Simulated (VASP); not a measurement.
Input of a VASP 6.6.1 run:

The input INCAR:

```
SYSTEM = CdS
PREC     = Accurate       ! precision mode
ENCUT    = 520            ! plane-wave cutoff, eV
EDIFF    = 1E-6           ! SCF threshold, eV
ISMEAR   = -1             ! smearing method
SIGMA    = 0.02           ! smearing width, eV
LREAL    = .False.        ! projectors in reciprocal space
LASPH    = .True.         ! aspherical terms in the spheres
NELM     = 80             ! most SCF steps
ALGO     = Normal         ! electronic algorithm
ISIF     = 2              ! what is computed and relaxed
LWAVE    = .False.        ! write WAVECAR
LCHARG   = .False.        ! write CHGCAR
GGA      = PE             ! functional
NBANDS   = 16             ! bands
```

The input KPOINTS:

```
Automatic mesh
0
Gamma
  8 8 8
  0 0 0
```

Contents of POSCAR:

```
CdS
1.0
    0.0000000000      2.9392138922      2.9392138922
    2.9392138922      0.0000000000      2.9392138922
    2.9392138922      2.9392138922      0.0000000000
Cd S
1 1
Direct
    0.0000000000      0.0000000000      0.0000000000
    0.2500000000      0.2500000000      0.2500000000
```

Potentials or basis: VASP PAW PBE potentials, release 64 (Cd, S).

The run is started by

```console
$ cat potpaw_PBE.64/Cd/POTCAR potpaw_PBE.64/S/POTCAR > POTCAR
$ mpirun -np 1 vasp_std > vasp.out
```

Q: Predict the band gap on the k mesh.

A: 1.10 eV, direct.

Q: Predict the pressure.

A: 1.7 GPa.

As with any semilocal functional, this PBE gap is likely too small.
